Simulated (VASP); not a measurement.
Here is a VASP 6.6.1 calculation.

The input INCAR:

```
PREC = Accurate
ENCUT = 600
EDIFF = 1E-7
ISMEAR = 0
SIGMA = 0.1
LREAL = F
LASPH = T
NELM = 100
ALGO = Fast
ISIF = 3
LWAVE = F
LCHARG = F
GGA = PS
IBRION = 2
NSW = 100
EDIFFG = -0.01
```

The input KPOINTS:

```
regular mesh
0
Gamma
  10 10 10
```

File POSCAR:

```
Cs
1.0
    0.0000000000      5.5508447732      5.5508447732
    5.5508447732      0.0000000000      5.5508447732
    5.5508447732      5.5508447732      0.0000000000
Cs
2
Direct
    0.5000000000      0.5000000000      0.5000000000
    0.7500000000      0.7500000000      0.7500000000
```

Potentials or basis: VASP PAW PBE potentials, release 64 (Cs_sv).

Run with:

```sh
$ cat potpaw_PBE.64/Cs_sv/POTCAR > POTCAR
$ mpirun -np 1 vasp_std > vasp.out
```

Estimate the band gap on the k mesh.

zero (bands 9 and 10 overlap by 0.10 eV).

Final structure:
```yaml
crystal:
  lattice:
    - [0.00000, 5.55084, 5.55084]
    - [5.55084, 0.00000, 5.55084]
    - [5.55084, 5.55084, 0.00000]
  atoms:
    - { symbol: Cs, position: [0.50000, 0.50000, 0.50000] }
    - { symbol: Cs, position: [0.75000, 0.75000, 0.75000] }
```

Caveat: the relaxation stopped at its first step, so nothing moved; spin-orbit coupling is left out, which moves the levels of the heavy elements.
